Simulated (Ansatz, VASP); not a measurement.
# One calculation of PtSe, two programs

The input INCAR:

```
SYSTEM = PtSe
PREC = Accurate
ENCUT = 520
EDIFF = 1E-7
ISMEAR = -1
SIGMA = 0.05
LREAL = .False.
LASPH = .True.
NELM = 60
ALGO = Normal
ISIF = 2
LWAVE = .False.
LCHARG = .False.
GGA = PE
NBANDS = 15
```

The input KPOINTS:

```
Automatic mesh
0
Gamma
  8 8 8
  0 0 0
```

File POSCAR:

```
PtSe
1.0
    0.0000000000      2.8532958706      2.8532958706
    2.8532958706      0.0000000000      2.8532958706
    2.8532958706      2.8532958706      0.0000000000
Pt Se
1 1
Direct
    0.5000000000      0.5000000000      0.5000000000
    0.0000000000      0.0000000000      0.0000000000
```

input.yaml

```yaml
crystal:
  lattice:
    - [0.0, 2.8532958706, 2.8532958706]
    - [2.8532958706, 0.0, 2.8532958706]
    - [2.8532958706, 2.8532958706, 0.0]
  atoms:
    - { symbol: Pt, position: [0.5, 0.5, 0.5] }
    - { symbol: Se, position: [0.0, 0.0, 0.0] }
kpoints:
  mp_grid: { grid: [8, 8, 8] }
scf:
  occupations: { method: fermi_dirac, width: 0.05 }
hamiltonian:
  xc: pbe
  pseudopotentials: { kind: all_electron, lapw: { basis_error: 0.0005 } }
output:
  forces: true
  stress: true
  eigenvalues: true
```

Change from the starting cell: volume scaled by 1.06.

Alike in both runs: task single point; functional PBE; k mesh 8 × 8 × 8; occupations fermi-dirac, width 0.05 eV; no spin polarisation.

|  | VASP | Ansatz |
| --- | --- | --- |
| version | VASP 6.6.1 | Ansatz 0.2.0 |
| potentials or method | VASP PAW PBE potentials, release 64 (Pt, Se), cutoff 520 eV | all-electron LAPW, scalar-relativistic |

|  | VASP | Ansatz | Ansatz less VASP |
| --- | --- | --- | --- |
| gap on the k mesh at the Fermi level (eV) | none | none | - |
| pressure (GPa) | -16.8 | -16.7 | +0.07 |

A gap of «none» marks a metal or a gap that the smearing closes. Ansatz ran all-electron here, and VASP with PAW potentials.

Neither program's run includes spin-orbit coupling.
